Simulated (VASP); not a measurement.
A run of VASP 6.6.1:

File INCAR:

```
  PREC = Accurate
  ENCUT = 520
  EDIFF = 1E-7
  ISMEAR = 0
  SIGMA = 0.02
  LREAL = F
  LASPH = T
  NELM = 100
  ALGO = Normal
  ISIF = 2
  LWAVE = F
  LCHARG = F
  GGA = PE
  NBANDS = 50
```

The input KPOINTS:

```
regular mesh
0
Gamma
  6 6 6
```

File POSCAR:

```
NaSrYWO6
1.0
    0.0000000000      4.1720183400      4.1720183400
    4.1720183400      0.0000000000      4.1720183400
    4.1720183400      4.1720183400      0.0000000000
Na Sr Y W O
1 1 1 1 6
Direct
    0.2500000000      0.2500000000      0.2500000000
    0.7500000000      0.7500000000      0.7500000000
    0.5000000000      0.5000000000      0.5000000000
    0.0000000000      0.0000000000      0.0000000000
    0.7666654300      0.2333345700      0.2333345700
    0.2333345700      0.7666654300      0.7666654300
    0.7666654300      0.7666654300      0.2333345700
    0.2333345700      0.2333345700      0.7666654300
    0.2333345700      0.7666654300      0.2333345700
    0.7666654300      0.2333345700      0.7666654300
```

Potentials or basis: VASP PAW PBE potentials, release 64 (Na_pv, Sr_sv, Y_sv, W_sv, O).

The run is started by

```sh
$ cat potpaw_PBE.64/Na_pv/POTCAR potpaw_PBE.64/Sr_sv/POTCAR potpaw_PBE.64/Y_sv/POTCAR potpaw_PBE.64/W_sv/POTCAR potpaw_PBE.64/O/POTCAR > POTCAR
$ mpirun -np 1 vasp_std > vasp.out
```

Hardware: 1 thread of Intel Xeon 8259CL, with other jobs on the host.

**Question.** How long does it take, and how much memory?

**Answer.** Run time: 7.2 min on 1 thread of Intel Xeon 8259CL (shared host), peak memory 0.42 GiB. Counts: scf iterations 17, k points 16.
